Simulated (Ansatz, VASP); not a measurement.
# One calculation of ScAl3, two programs

```xyz
4
Lattice="4.0878 0.0000 0.0000 0.0000 4.0878 0.0000 0.0000 0.0000 4.0878" Properties=species:S:1:pos:R:3 pbc="T T T"
Sc    0.0000    0.0000    0.0000
Al    2.0439    2.0439    0.0000
Al    0.0000    2.0439    2.0439
Al    2.0439    0.0000    2.0439
```

Alike in both runs: functional PBE; k mesh 7 × 7 × 7; occupations fermi-dirac, width 0.05 eV; no spin polarisation.

|  | VASP | Ansatz |
| --- | --- | --- |
| version | VASP 6.6.1 | Ansatz 0.2.0 |
| potentials or method | VASP PAW PBE potentials, release 64 (Sc_sv, Al), cutoff 520 eV | all-electron LAPW, scalar-relativistic |
| task | single point | band structure |

|  | VASP | Ansatz | Ansatz less VASP |
| --- | --- | --- | --- |
| gap on the k mesh at the Fermi level (eV) | none | none | - |
| pressure (GPa) | 1.1 | 1.1 | -0.04 |

A gap of «none» marks a metal or a gap that the smearing closes. Ansatz ran all-electron here, and VASP with PAW potentials.
